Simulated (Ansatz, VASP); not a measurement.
# Pb: VASP beside Ansatz

Contents of INCAR:

```
PREC = Accurate
ENCUT = 520
EDIFF = 1E-8
ISMEAR = -1
SIGMA = 0.05
LREAL = F
LASPH = T
NELM = 60
ALGO = Normal
ISIF = 2
LWAVE = F
LCHARG = F
LEFG = T
NBANDS = 21
```

The input KPOINTS:

```
regular mesh
0
Gamma
  8 8 8
```

POSCAR

```
Pb
1.0
    0.0000000000      3.4390000555      3.4390000555
    3.4390000555      0.0000000000      3.4390000555
    3.4390000555      3.4390000555      0.0000000000
Pb
2
Direct
    0.0000000000      0.0000000000      0.0000000000
    0.2500000000      0.2500000000      0.2500000000
```

Input for Ansatz:

```yaml
crystal:
  lattice:
    - [0.0, 3.4390000555, 3.4390000555]
    - [3.4390000555, 0.0, 3.4390000555]
    - [3.4390000555, 3.4390000555, 0.0]
  atoms:
    - { symbol: Pb, position: [0.0, 0.0, 0.0] }
    - { symbol: Pb, position: [0.25, 0.25, 0.25] }
kpoints:
  mp_grid: { grid: [8, 8, 8] }
  band_path:
    path:
      - [0.0, 0.0, 0.0]
      - [0.5, 0.0, 0.5]
      - [0.625, 0.25, 0.625]
      - [0.375, 0.375, 0.75]
      - [0.0, 0.0, 0.0]
      - [0.5, 0.5, 0.5]
      - [0.5, 0.25, 0.75]
      - [0.5, 0.0, 0.5]
    npoints: 14
scf:
  occupations: { method: fermi_dirac, width: 0.05 }
hamiltonian:
  xc: lda
  pseudopotentials: { kind: paw }
output:
  forces: true
  stress: true
  eigenvalues: true
  efg: { contact_densities: true }
  populations: true
  bader: true
  dos: { projected: true, de: 0.2, e_range: [-14, 8] }
  write_density: true
  write_potential: true
  elf: true
  volumetric_format: npy
```

Alike in both runs: task electric field gradients; functional LDA; k mesh 8 × 8 × 8; occupations fermi-dirac, width 0.05 eV; no spin polarisation.

|  | VASP | Ansatz |
| --- | --- | --- |
| version | VASP 6.6.1 | Ansatz 0.2.0 |
| potentials or method | VASP PAW LDA potentials, release 64 (Pb_d) | PAW with Ansatz's default frozen-core files, scalar-relativistic |
| plane-wave cutoff (eV) | 520 | 420 |
| valence electrons in the cell | 28 | 28 |

|  | VASP | Ansatz | Ansatz less VASP |
| --- | --- | --- | --- |
| pressure (GPa) | -0.7 | -0.7 | -0.02 |

LDA's correlation is that of Perdew and Zunger in VASP and of Perdew and Wang (1992) in Ansatz.

Spin-orbit coupling is off throughout.
